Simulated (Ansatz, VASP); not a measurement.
## MgSnN: VASP beside Ansatz

```
Mg Sn N
1.0
     3.12584    0.00000    0.00000
     0.00000    3.12759    0.00000
     0.00000    0.00000    4.76429
Mg Sn N
1 1 1
Direct
  0.00000 0.00000 0.00000
  0.50000 0.50000 0.50000
  0.50000 0.50000 0.00000
```

Change from the starting cell: species swapped into the TmCoC type (Pmmm, No. 47).

Alike in both runs: functional PBE; k mesh 6 × 6 × 4; occupations gaussian, width 0.1 eV; no spin polarisation.

Ansatz relaxed the structure, and its values are those at the end. VASP's run is a single point on that final structure, the one shown.

```csv
,VASP,Ansatz
version,VASP 6.6.1,Ansatz 0.2.0
potentials or method,"VASP PAW PBE potentials, release 64 (Mg, Sn_d, N), cutoff 520 eV","scalar-relativistic, plane waves, PAW"
valence electrons in the cell,21,29
```

|  | VASP | Ansatz | Ansatz less VASP |
| --- | --- | --- | --- |
| gap on the k mesh at the Fermi level (eV) | none | none | - |
| pressure (GPa) | -0.2 | 0.0 | +0.21 |

A gap of «none» marks a metal or a gap that the smearing closes. VASP's potentials hold 21 valence electrons a cell and Ansatz's 29, so a difference there can come from the potentials and not from the codes.
